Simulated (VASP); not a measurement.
Wanted: the native input for a VASP 6.6.1 run.

```
Task                   : single point
Functional             : LDA
Potentials or basis    : VASP PAW LDA potentials, release 64 (Ge_d)
Cutoff                 : 520 eV
k mesh                 : 20 × 20 × 19
Occupations            : fermi-dirac, width 0.1 eV
Spin                   : no spin polarisation
Dipole correction      : no
Further INCAR settings : ALGO = Normal; EDIFF = 1e-07; NBANDS = 13
```

The structure of Ge lies in POSCAR:

```
Ge
1.0
    2.1248903358      0.0000000000      0.0000000000
   -1.0624451679      1.8402090110      0.0000000000
    0.0000000000      0.0000000000      1.9920616583
Ge
1
Direct
    0.0000000000      0.0000000000      0.0000000000
```

The input as run:

INCAR

```
PREC = Accurate
ENCUT = 520
EDIFF = 1E-7
ISMEAR = -1
SIGMA = 0.1
LREAL = F
LASPH = T
NELM = 80
ALGO = Normal
ISIF = 2
LWAVE = F
LCHARG = F
GGA = CA
NBANDS = 13
```

KPOINTS

```
Automatic mesh
0
Gamma
  20 20 19
```

Potentials or basis: VASP PAW LDA potentials, release 64 (Ge_d).

Run with:

```sh
$ cat potpaw_LDA.64/Ge_d/POTCAR > POTCAR
$ mpirun -np 1 vasp_std > vasp.out
```

Results of the run:

```
Pressure               : 470.1 GPa
Band gap on the k mesh : zero (band 7 reaches 33.80 eV, above the bottom of band 8 at 14.68 eV)
```

Run time: 20 s on 1 thread of Intel(R) Xeon(R) Platinum 8488C (Sapphire Rapids), with other jobs on the host, peak memory 0.14 GiB.
